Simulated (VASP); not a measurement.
A run of VASP 6.6.1 is set up as follows.

File INCAR:

```
SYSTEM = Al
ALGO     = Normal         ! electronic algorithm
EDIFF    = 1E-6           ! SCF threshold, eV
ENCUT    = 520            ! plane-wave cutoff, eV
ISIF     = 2              ! what is computed and relaxed
ISMEAR   = -1             ! smearing method
LASPH    = .TRUE.         ! aspherical terms in the spheres
LCHARG   = .FALSE.        ! write CHGCAR
LREAL    = .FALSE.        ! projectors in reciprocal space
LWAVE    = .FALSE.        ! write WAVECAR
NBANDS   = 10             ! bands
NELM     = 60             ! most SCF steps
PREC     = Accurate       ! precision mode
SIGMA    = 0.1            ! smearing width, eV
```

Contents of KPOINTS:

```
k-points
0
G
  13 13 7
  0 0 0
```

The input POSCAR:

```
Al
1.0
    2.8359830124      0.0000000000      0.0000000000
   -1.4179915062      2.4560333335      0.0000000000
    0.0000000000      0.0000000000      4.5733534749
Al
2
Direct
    0.3333333333      0.6666666667      0.2500000000
    0.6666666667      0.3333333333      0.7500000000
```

Potentials or basis: VASP PAW LDA potentials, release 64 (Al).

Command:

```console
$ cat potpaw_LDA.64/Al/POTCAR > POTCAR
$ mpirun -np 1 vasp_std > vasp.out
```

Q: Predict the pressure.

A: 0.1 GPa.

Q: Predict the band gap on the k mesh.

A: Zero (band 3 reaches 11.62 eV, above the bottom of band 4 at 5.31 eV).
